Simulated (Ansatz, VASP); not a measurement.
## AsH3: VASP beside Ansatz

```xyz
4
Lattice="12.5572 0.0000 0.0000 0.0000 13.0572 0.0000 0.0000 0.0000 13.5572" Properties=species:S:1:pos:R:3 pbc="T T T"
As    6.6084    6.6540    6.2070
H     6.6435    5.3906    7.0736
H     6.9205    7.5293    7.4256
H     5.1030    6.8084    6.4488
```

Alike in both runs: task single point; functional LDA; k mesh 1 × 1 × 1; occupations gaussian, width 0.005 eV; no spin polarisation.

|  | VASP | Ansatz |
| --- | --- | --- |
| version | VASP 6.6.1 | Ansatz 0.2.0 |
| potentials or method | VASP PAW LDA potentials, release 64 (As, H) | scalar-relativistic, plane waves, PAW |
| plane-wave cutoff (eV) | 400 | 420 |
| valence electrons in the cell | 8 | 18 |

VASP gave:

```
rms of the force components (eV/Å) : 0.021
```

**Question.** What did Ansatz give for the same quantities?

**Answer.** rms of the force components (eV/Å): 0.071.

LDA's correlation is that of Perdew and Zunger in VASP and of Perdew and Wang (1992) in Ansatz. Atom by atom the forces differ by 0.077 eV/Å (rms over components). VASP's potentials hold 8 valence electrons a cell and Ansatz's 18, so a difference there can come from the potentials and not from the codes.
